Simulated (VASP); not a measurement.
Set up this calculation in VASP 6.6.1, as the native input.

* Task: single point
* Functional: PBE
* Potentials or basis: VASP PAW PBE potentials, release 64 (Zr_sv, Hf_pv, Se)
* Cutoff: 520 eV
* k mesh: 6 × 6 × 6
* Occupations: gaussian, width 0.02 eV
* Spin: no spin polarisation
* Dipole correction: no
* Further INCAR settings: ALGO = Normal; EDIFF = 1e-06; NBANDS = 45

The structure of HfZr2Se6 lies in POSCAR:

```
HfZr2Se6
1.0
    3.2817823049      1.8947378972      6.9414692000
   -3.2817823049      1.8947378972      6.9414692000
    0.0000000000     -3.7894757943      6.9414692000
Zr Hf Se
2 1 6
Direct
    0.3333360000      0.3333360000      0.3333360000
    0.6666640000      0.6666640000      0.6666640000
    0.0000000000      0.0000000000      0.0000000000
    0.2552090000      0.5929340000      0.9240810000
    0.5929340000      0.9240810000      0.2552090000
    0.9240810000      0.2552090000      0.5929340000
    0.0759190000      0.7447910000      0.4070660000
    0.4070660000      0.0759190000      0.7447910000
    0.7447910000      0.4070660000      0.0759190000
```

These files were run (other wordings do the same):

INCAR

```
SYSTEM = HfZr2Se6
PREC     = Accurate       ! precision mode
ENCUT    = 520            ! plane-wave cutoff, eV
EDIFF    = 1E-6           ! SCF threshold, eV
ISMEAR   = 0              ! smearing method
SIGMA    = 0.02           ! smearing width, eV
LREAL    = .False.        ! projectors in reciprocal space
LASPH    = .True.         ! aspherical terms in the spheres
NELM     = 100            ! most SCF steps
ALGO     = Normal         ! electronic algorithm
ISIF     = 2              ! what is computed and relaxed
LWAVE    = .False.        ! write WAVECAR
LCHARG   = .False.        ! write CHGCAR
GGA      = PE             ! functional
NBANDS   = 45             ! bands
```

KPOINTS

```
Automatic mesh
0
Gamma
  6 6 6
  0 0 0
```

Potentials or basis: VASP PAW PBE potentials, release 64 (Zr_sv, Hf_pv, Se).

Command:

```sh
$ cat potpaw_PBE.64/Zr_sv/POTCAR potpaw_PBE.64/Hf_pv/POTCAR potpaw_PBE.64/Se/POTCAR > POTCAR
$ mpirun -np 1 vasp_std > vasp.out
```

Results of the run:

```json
{"Pressure": "0.0 GPa", "Largest force": "0.030 eV/Å", "Band gap on the k mesh": "0.45 eV (least direct gap 1.21 eV)"}
```

Caveat: spin-orbit coupling is left out, which moves the levels of the heavy elements.

Run time: 24 min on 1 thread of Intel Xeon 8259CL (shared host), peak memory 0.74 GiB.
